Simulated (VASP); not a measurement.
Wanted: the native input for a VASP 6.6.1 run.

```
Task                   : single point
Functional             : PBE
Potentials or basis    : VASP PAW PBE potentials, release 64 (Zn, S)
Cutoff                 : 520 eV
k mesh                 : 12 × 12 × 8
Occupations            : gaussian, width 0.1 eV
Spin                   : no spin polarisation
Dipole correction      : no
Further INCAR settings : ALGO = Normal; EDIFF = 1e-06; NBANDS = 26
```

The structure of ZnS lies in POSCAR:

```
ZnS
1.0
    3.6659031833      0.0000000000      0.0000000000
    0.0000000000      3.6659031833      0.0000000000
    0.0000000000      0.0000000000      6.0485804495
Zn S
2 2
Direct
    0.5000000000      0.5000000000      0.2500000000
    0.5000000000      0.5000000000      0.7500000000
    0.0000000000      0.5000000000      0.0000000000
    0.5000000000      0.0000000000      0.5000000000
```

This cell differs from its parent crystal: atoms taken out.

The input as run:

INCAR

```
ALGO = Normal
EDIFF = 1E-6
ENCUT = 520
GGA = PE
ISIF = 2
ISMEAR = 0
LASPH = True
LCHARG = True
LELF = True
LREAL = False
LVHAR = True
LWAVE = False
NBANDS = 26
NELM = 60
PREC = Accurate
SIGMA = 0.1
```

KPOINTS

```
k-points
0
Gamma
  12 12 8
```

Potentials or basis: VASP PAW PBE potentials, release 64 (Zn, S).

Launch:

```sh
$ cat potpaw_PBE.64/Zn/POTCAR potpaw_PBE.64/S/POTCAR > POTCAR
$ mpirun -np 1 vasp_std > vasp.out
```

It gave:

| Quantity | Value |
| --- | --- |
| Pressure | 0.1 GPa |
| Band gap on the k mesh | 0.04 eV (least direct gap 0.51 eV) |

Caveat: the cell differs from its parent crystal (atoms taken out); the smearing spreads over this small gap; semilocal functionals underestimate gaps, and a narrow one can read as zero.

Wall time 9.9 min on 1 thread of Intel Xeon 8259CL, with other jobs on the host, peak memory 0.36 GiB.
